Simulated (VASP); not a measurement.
# TiO2 (P4_2/mnm) in VASP: further runs

The runs below take TiO2 through single point, with PBEsol+U, PBE+U.

All numbers are computed with VASP 6.6.1; they aren't measurements. Logs are shortened: lines on timing, memory, paths and dates and some standing lists are left out, and cuts for length are marked.

## (1) The cell of the first run

The structure is tetragonal, space group P4_2/mnm (No. 136). Conventional cell: a = 4.591 Å, b = 4.591 Å, c = 3.004 Å, α = 90.00°, β = 90.00°, γ = 90.00°. Ti (site symmetry mmm) has 6 O at 1.96 to 1.98 Å within 2.6 Å. Within 2.6 Å of O (site symmetry m2m) lie 3 Ti at 1.96 to 1.98 Å and 1 O at 2.53 Å.

## (2) Single point, PBEsol+U

INCAR

```
PREC = Accurate ; ENCUT = 520
EDIFF = 1E-7 ; ISMEAR = -1
SIGMA = 0.05 ; LREAL = False
LASPH = True ; NELM = 150
ALGO = Normal ; ISIF = 2
LWAVE = False ; LCHARG = False
LMAXMIX = 4 ; LDAU = True
LDAUTYPE = 2 ; LDAUL = 2 -1
LDAUU = 6 0 ; LDAUJ = 0 0
LDAUPRINT = 1 ; GGA = PS
NBANDS = 60
```

KPOINTS

```
regular mesh
0
Gamma
  6 6 6
```

POSCAR

```
TiO2
1.0
   -3.0038439387      3.2466637135      3.2466530881
    3.0038439387     -3.2466637135      3.2466530881
    3.0038439387      3.2466637135     -3.2466530881
Ti O
4 8
Direct
    0.0000000000      0.5000000000      0.0000000000
    0.0000000000      0.0000000000      0.5000000000
    0.4999987520      0.2499987520      0.2500000000
    0.5000012480      0.7500012480      0.7500000000
    0.6945232586      0.6945201188      0.4999968602
    0.6945232586      0.1945263984      1.0000031398
    0.8054797802      0.7500042409      0.0554755393
    0.1945287017      0.7500042409      0.4445244607
    0.8054712983      0.2499957591      0.5554755393
    0.3054767414      0.8054736016     -0.0000031398
    0.1945202198      0.2499957591      0.9445244607
    0.3054767414      0.3054798812      0.5000031398
```

Potentials or basis: VASP PAW PBE potentials, release 64 (Ti_sv, O).

Launch:

```sh
$ cat potpaw_PBE.64/Ti_sv/POTCAR potpaw_PBE.64/O/POTCAR > POTCAR
$ mpirun -np 1 vasp_std > vasp.out
```

OUTCAR:

```text
PREC = Accurate
   ENCUT = 520
   EDIFF = 1E-7
   ISMEAR = -1
   LREAL = False
   LASPH = True
   NELM = 150
   ISIF = 2
   GGA = PS

 ion  position               nearest neighbor table
   1  0.000  0.500  0.000-   8 1.96   9 1.96   7 1.96  11 1.96  10 1.98   6 1.98
   2  0.000  0.000  0.500-   7 1.96  11 1.96   9 1.96   8 1.96   5 1.98  12 1.98
   3  0.500  0.250  0.250-   5 1.96   6 1.96  10 1.96  12 1.96   9 1.98  11 1.98
   4  0.500  0.750  0.750-  10 1.96  12 1.96   6 1.96   5 1.96   8 1.98   7 1.98
   5  0.695  0.695  0.500-   3 1.96   4 1.96   2 1.98
   6  0.695  0.195  0.000-   3 1.96   4 1.96   1 1.98
   7  0.805  0.750  0.055-   1 1.96   2 1.96   4 1.98
   8  0.195  0.750  0.445-   1 1.96   2 1.96   4 1.98
   9  0.805  0.250  0.555-   1 1.96   2 1.96   3 1.98
  10  0.305  0.805  1.000-   4 1.96   3 1.96   1 1.98
  11  0.195  0.250  0.945-   1 1.96   2 1.96   3 1.98
  12  0.305  0.305  0.500-   4 1.96   3 1.96   2 1.98

  LATTYP: Found a body centered tetragonal cell.
 ALAT       =     6.4933274270
 C/A-ratio  =     0.9252094469

  Lattice vectors:

 A1 = (  -3.0038439387,   3.2466637135,  -3.2466530881)
 A2 = (  -3.0038439387,  -3.2466637135,   3.2466530881)
 A3 = (   3.0038439387,   3.2466637135,   3.2466530881)

Analysis of symmetry for initial positions (statically):
=====================================================================
 Subroutine PRICEL returns following result:

  LATTYP: Found a simple tetragonal cell.
 ALAT       =     4.5914683428
 C/A-ratio  =     0.6542229445

  Lattice vectors:

 A1 = (   0.0000000000,  -3.2466637135,  -3.2466530881)
 A2 = (   0.0000000000,   3.2466637135,  -3.2466530881)
 A3 = (   3.0038439387,   0.0000000000,   0.0000000000)

   2 primitive cells build up your supercell.

 Routine SETGRP: Setting up the symmetry group for a
 body centered tetragonal supercell.

 Subroutine GETGRP returns: Found 16 space group operations
 (whereof  4 operations were pure point group operations)
 out of a pool of 16 trial point group operations.

The static configuration has the point symmetry C_2h.
 The point group associated with its full space group is D_4h.
[... 298 lines left out ...]
  o =  0.0894  v =  1.0000  0.0000  0.0000  0.0000  0.0000  0.0000  0.0000  0.0000  0.0000  0.0000      0.0000  0.0000  0.0000  0.0000  0.0000  0.0000  0.0000  0.0000  0.0000  0.0000
  o =  0.0894  v =  0.0000  0.0000  0.0000  0.0000  0.0000  1.0000  0.0000  0.0000  0.0000  0.0000      0.0000  0.0000  0.0000  0.0000  0.0000  0.0000  0.0000  0.0000  0.0000  0.0000
  o =  0.0910  v =  0.0000  1.0000  0.0000 -0.0000 -0.0000  0.0000  0.0000  0.0000  0.0000  0.0000      0.0000  0.0000  0.0000  0.0000  0.0000  0.0000  0.0000  0.0000  0.0000  0.0000
  o =  0.0910  v =  0.0000  0.0000  0.0000  0.0000  0.0000  0.0000  1.0000  0.0000 -0.0000 -0.0000      0.0000  0.0000  0.0000  0.0000  0.0000  0.0000  0.0000  0.0000  0.0000  0.0000
  o =  0.2426  v =  0.0000  0.0000  0.0000  0.0000  0.0000  0.0000  0.0000  0.4368 -0.0000  0.8995      0.0000  0.0000  0.0000  0.0000  0.0000  0.0000  0.0000  0.0000  0.0000  0.0000
  o =  0.2426  v =  0.0000  0.0000  0.4368 -0.0000  0.8995  0.0000  0.0000  0.0000  0.0000  0.0000      0.0000  0.0000  0.0000  0.0000  0.0000  0.0000  0.0000  0.0000  0.0000  0.0000
  o =  0.2655  v =  0.0000  0.0000  0.0000  0.0000  0.0000  0.0000  0.0000 -0.0000 -1.0000 -0.0000      0.0000  0.0000  0.0000  0.0000  0.0000  0.0000  0.0000  0.0000  0.0000  0.0000
  o =  0.2655  v =  0.0000  0.0000 -0.0000 -1.0000 -0.0000  0.0000  0.0000  0.0000  0.0000  0.0000      0.0000  0.0000  0.0000  0.0000  0.0000  0.0000  0.0000  0.0000  0.0000  0.0000

 number of electron      95.9999964 magnetization

 Free energy of the ion-electron system (eV)
  ---------------------------------------------------
  ext. energy  EPLUGINS =         0.00000000
  ---------------------------------------------------
  free energy    TOTEN  =       -96.55401375 eV

  energy without entropy =      -96.55401375  energy(sigma->0) =      -96.55401375

 E-fermi :   6.1409     XC(G=0): -11.6477

 val. band max:        5.0766620315   @ k =   0.0000   0.0000   0.0000
 cond. band min:       7.6760024316   @ k =   0.5000   0.5000   0.5000
 fundamental gap:      2.5993404002
 Fermi energy:         6.1409267372

 k-point     1 :       0.0000    0.0000    0.0000
  band No.  band energies     occupation
      1     -53.2308      2.00000
      2     -53.2156      2.00000
      3     -53.1910      2.00000
      4     -53.1904      2.00000
      5     -29.7321      2.00000
      6     -29.7315      2.00000
[... 1501 lines left out ...]
     59       9.6484      0.00000
     60       9.7373      0.00000

 [... further k-points ...]

------------------------ aborting loop because EDIFF is reached ----------------------------------------

  FORCE on cell =-STRESS in cart. coord.  units (eV):
  Direction    XX          YY          ZZ          XY          YZ          ZX
  --------------------------------------------------------------------------------------
  -------------------------------------------------------------------------------------
  Total        5.1048368      4.5233332      4.5233036      0.0000000      0.0000000      0.0000000
  in kB       64.5775990     57.2214178     57.2210433      0.0000000      0.0000000      0.0000000
  external PRESSURE =      59.6733534 kB  Pullay stress =       0.0000000 kB

 VOLUME and BASIS-vectors are now :
 -----------------------------------------------------------------------------
  energy-cutoff  :      520.00
  volume of cell :      126.65
      direct lattice vectors                 reciprocal lattice vectors
    -3.003843939  3.246663713  3.246653088     0.000000000  0.154004247  0.154004751
     3.003843939 -3.246663713  3.246653088     0.166453388  0.000000000  0.154004751
     3.003843939  3.246663713 -3.246653088     0.166453388  0.154004247  0.000000000

 POSITION                                       TOTAL-FORCE (eV/Angst)
 -----------------------------------------------------------------------------------
      1.50192     -1.62333      1.62333         0.000000      0.000000     -0.000000
      1.50192      1.62333     -1.62333         0.000000      0.000000     -0.000000
      0.00000      1.62333      1.62332         0.000000      0.000000     -0.000000
      3.00384      1.62333      1.62333         0.000000      0.000000     -0.000000
      1.50190      1.62333      2.88643        -0.000000      0.000000      0.190310
     -1.50190      1.62333      2.88643        -0.000000      0.000000      0.190310
     -0.00000      0.36022      4.87001         0.000000     -0.190311     -0.000000
      3.00384     -0.36022      1.62335        -0.000000      0.190311     -0.000000
      0.00000      3.60688      1.62330         0.000000     -0.190311     -0.000000
      4.50575      1.62333      0.36023         0.000000      0.000000     -0.190310
      3.00384      2.88644     -1.62335        -0.000000      0.190311     -0.000000
      1.50194      1.62333      0.36023         0.000000      0.000000     -0.190310
 -----------------------------------------------------------------------------------
    total drift:                                0.006120     -0.002166      0.041182

  FREE ENERGIE OF THE ION-ELECTRON SYSTEM (eV)
  ---------------------------------------------------
  free  energy   TOTEN  =       -96.5540137490 eV

  energy  without entropy=      -96.5540137490  energy(sigma->0) =      -96.55401375
```

Run time: 5.9 min. Hardware: 1 thread of Intel Xeon Platinum 8259CL at 2.50GHz (Skylake/Cascade Lake), shared host; peak memory 0.34 GiB.

Results:

```
Free energy            : -96.5540 eV
Pressure               : 6.0 GPa
Largest force          : 0.190 eV/Å
Band gap on the k mesh : 2.60 eV
```

Forces on the atoms (eV/Å):
```
Ti   0.000  0.000  0.000
Ti   0.000  0.000  0.000
Ti   0.000  0.000  0.000
Ti   0.000  0.000  0.000
O    0.000  0.000  0.190
O    0.000  0.000  0.190
O    0.000 -0.190  0.000
O    0.000  0.190  0.000
O    0.000 -0.190  0.000
O    0.000  0.000 -0.190
O    0.000  0.190  0.000
O    0.000  0.000 -0.190
```

Stress tensor (GPa, compression positive):
```
6.46 0.00 0.00
0.00 5.72 0.00
0.00 0.00 5.72
```

Eigenvalues of the final occupation matrices:
```csv
site,spin,trace,eigenvalues
site 1 d,1,0.76,0.07 0.09 0.09 0.24 0.27
site 1 d,2,0.76,0.07 0.09 0.09 0.24 0.27
site 2 d,1,0.76,0.07 0.09 0.09 0.24 0.27
site 2 d,2,0.76,0.07 0.09 0.09 0.24 0.27
site 3 d,1,0.76,0.07 0.09 0.09 0.24 0.27
site 3 d,2,0.76,0.07 0.09 0.09 0.24 0.27
site 4 d,1,0.76,0.07 0.09 0.09 0.24 0.27
site 4 d,2,0.76,0.07 0.09 0.09 0.24 0.27
```

Caveat: the cell stands under pressure; the PAW data sets were made with another functional, which shifts forces and pressure a little.

## (3) Single point, PBE+U

This run uses another cell than the first one, of 10.87 Å³/atom.

INCAR

```
ALGO = Normal
EDIFF = 1E-6
ENCUT = 520
GGA = PE
ISIF = 2
ISMEAR = -1
LASPH = T
LCHARG = F
LDAU = T
LDAUJ = 0 0
LDAUL = 2 -1
LDAUPRINT = 1
LDAUTYPE = 2
LDAUU = 6 0
LMAXMIX = 4
LREAL = F
LWAVE = F
NBANDS = 60
NELM = 150
PREC = Accurate
SIGMA = 0.05
```

KPOINTS

```
k-points
0
Gamma
  6 6 6
```

POSCAR

```
TiO2
1.0
   -3.0297670977      3.2812999491      3.2813631239
    3.0297670977     -3.2812999491      3.2813631239
    3.0297670977      3.2812999491     -3.2813631239
Ti O
4 8
Direct
    0.0000000000      0.5000000000      0.0000000000
    0.0000000000      0.0000000000      0.5000000000
    0.5000042041      0.2500042041      0.2500000000
    0.4999957959      0.7499957959      0.7500000000
    0.6940406741      0.6940484075      0.5000077334
    0.6940406741      0.1940329406      0.9999922666
    0.8059465619      0.7499913625      0.0559551994
    0.1940361631      0.7499913625      0.4440448006
    0.8059638369      0.2500086375      0.5559551994
    0.3059593259      0.8059670594      0.0000077334
    0.1940534381      0.2500086375      0.9440448006
    0.3059593259      0.3059515925      0.4999922666
```

Potentials or basis: VASP PAW PBE potentials, release 64 (Ti_sv, O).

Launch:

```sh
$ cat potpaw_PBE.64/Ti_sv/POTCAR potpaw_PBE.64/O/POTCAR > POTCAR
$ mpirun -np 1 vasp_std > vasp.out
```

It took 5 min on 1 thread of Oxide Virtual Turin-like, shared host; peak memory 0.38 GiB.

It converged, with:

```yaml
Free_energy: -92.0496 eV
Pressure: 5.3 GPa
Largest_force: 0.194 eV/Å
Band_gap_on_the_k_mesh: 2.57 eV
```

Forces in eV/Å, atoms in the order of the input:
```
Ti   0.000  0.000  0.000
Ti   0.000  0.000  0.000
Ti   0.000  0.000  0.000
Ti   0.000  0.000  0.000
O    0.000  0.000  0.194
O    0.000  0.000  0.194
O    0.000 -0.193  0.000
O    0.000  0.193  0.000
O    0.000 -0.193  0.000
O    0.000  0.000 -0.194
O    0.000  0.193  0.000
O    0.000  0.000 -0.194
```

Stress tensor (GPa, compression positive):
```
5.62 0.00 0.00
0.00 5.10 0.00
0.00 0.00 5.09
```

Levels at points of the mesh, in eV from the valence-band top:
| k point | band 45 | band 46 | band 47 | band 48 | band 49 | band 50 | band 51 | band 52 |
| --- | --- | --- | --- | --- | --- | --- | --- | --- |
| (0.00, 0.00, 0.00) | -0.75 | -0.52 | -0.52 | 0.00 | 2.59 | 2.78 | 3.10 | 3.13 |
| (0.50, 0.00, 0.00) | -1.06 | -1.06 | -0.76 | -0.76 | 2.62 | 2.62 | 3.15 | 3.15 |
| (0.00, 0.50, 0.00) | -1.22 | -1.22 | -0.66 | -0.66 | 2.91 | 2.91 | 3.23 | 3.23 |
| (0.50, 0.50, 0.00) | -1.22 | -1.22 | -0.66 | -0.66 | 2.91 | 2.91 | 3.23 | 3.23 |
| (0.50, 0.50, 0.50) | -1.47 | -1.47 | -1.17 | -1.17 | 2.57 | 2.57 | 3.14 | 3.14 |

Eigenvalues of the final occupation matrices:
| site | spin | trace | eigenvalues |
| --- | --- | --- | --- |
| site 1 d | 1 | 0.74 | 0.07 0.09 0.09 0.23 0.26 |
| site 1 d | 2 | 0.74 | 0.07 0.09 0.09 0.23 0.26 |
| site 2 d | 1 | 0.74 | 0.07 0.09 0.09 0.23 0.26 |
| site 2 d | 2 | 0.74 | 0.07 0.09 0.09 0.23 0.26 |
| site 3 d | 1 | 0.74 | 0.07 0.09 0.09 0.23 0.26 |
| site 3 d | 2 | 0.74 | 0.07 0.09 0.09 0.23 0.26 |
| site 4 d | 1 | 0.74 | 0.07 0.09 0.09 0.23 0.26 |
| site 4 d | 2 | 0.74 | 0.07 0.09 0.09 0.23 0.26 |

Caveat: the cell stands under pressure.
